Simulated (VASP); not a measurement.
The system is TePbS4.

```
CELL_PARAMETERS angstrom
4.24463 0.00000 0.00000
0.00000 4.24463 0.00000
0.00000 0.00000 7.21022
ATOMIC_POSITIONS crystal
Te 0.50000 0.50000 0.50000
Pb 0.00000 0.00000 0.00000
S 0.00000 0.00000 0.60511
S 0.50000 0.50000 0.10526
S 0.50000 0.50000 0.89474
S 0.00000 0.00000 0.39489
```

- Program: VASP 6.6.1
- Task: relaxation of cell and atoms
- Functional: PBE
- Potentials or basis: VASP PAW PBE potentials, release 64 (Te, Pb_d, S)
- Cutoff: 500 eV
- k mesh: 3 × 3 × 2
- Occupations: gaussian, width 0.15 eV
- Spin: no spin polarisation

At the start: pressure 46.7 GPa; volume 21.65 Å³/atom.

Where does the relaxation end?

Over 25 steps the energy falls by 1921.6 meV/atom and the volume is 22.51 Å³/atom (+4.0 %); space group P4/mmm (No. 123, to 0.05 Å).

Step by step:
```tsv
step	energy change (eV)	largest force (eV/Å)	pressure (GPa)	volume (Å³)
1	0.0000	32.9024	46.69	129.91
2	-7.3368	1.5731	-5.35	255.08
3	-7.6471	1.3953	-5.00	248.37
4	-7.8421	1.2250	-4.66	243.10
5	-8.6094	0.5153	-3.00	217.54
6	-9.1409	0.8975	0.25	172.89
7	-9.0036	1.0956	-0.40	187.90
8	-9.0556	1.0756	-0.27	184.58
9	-9.5814	0.5075	-4.16	183.44
10	-9.7206	0.2263	-5.80	182.47
11	-10.1111	0.3800	-5.99	173.45
12	-10.9221	0.6532	-5.14	153.29
13	-10.4157	1.0065	12.79	115.58
14	-11.1567	0.5352	-3.73	144.44
15	-11.3202	0.6387	-0.82	133.13
16	-11.3205	0.6685	-0.45	132.20
17	-11.3465	0.5854	-0.08	131.45
18	-11.3859	0.2873	1.18	129.21
19	-11.4092	0.2584	0.86	130.00
20	-11.4628	0.1609	-0.06	132.36
21	-11.5007	0.0425	-1.59	137.11
22	-11.5216	0.0376	-1.13	136.44
23	-11.5262	0.0352	-0.80	136.02
24	-11.5263	0.0350	-0.76	135.97
25	-11.5298	0.0403	-0.37	135.07
```

Final structure:
```xyz
6
Lattice="3.3786 0.0000 0.0000 0.0000 3.3786 0.0000 0.0000 0.0000 11.8326" Properties=species:S:1:pos:R:3 pbc="T T T"
Te    1.6893    1.6893    5.9163
Pb    0.0000    0.0000    0.0000
S     0.0000    0.0000    9.0470
S     1.6893    1.6893    2.8268
S     1.6893    1.6893    9.0058
S     0.0000    0.0000    2.7856
```

Caveat: the k points lie up to 0.62 Å⁻¹ apart in the final cell; the relaxation stopped at a loose force limit of 0.08 eV/Å, so its end isn't a converged minimum.
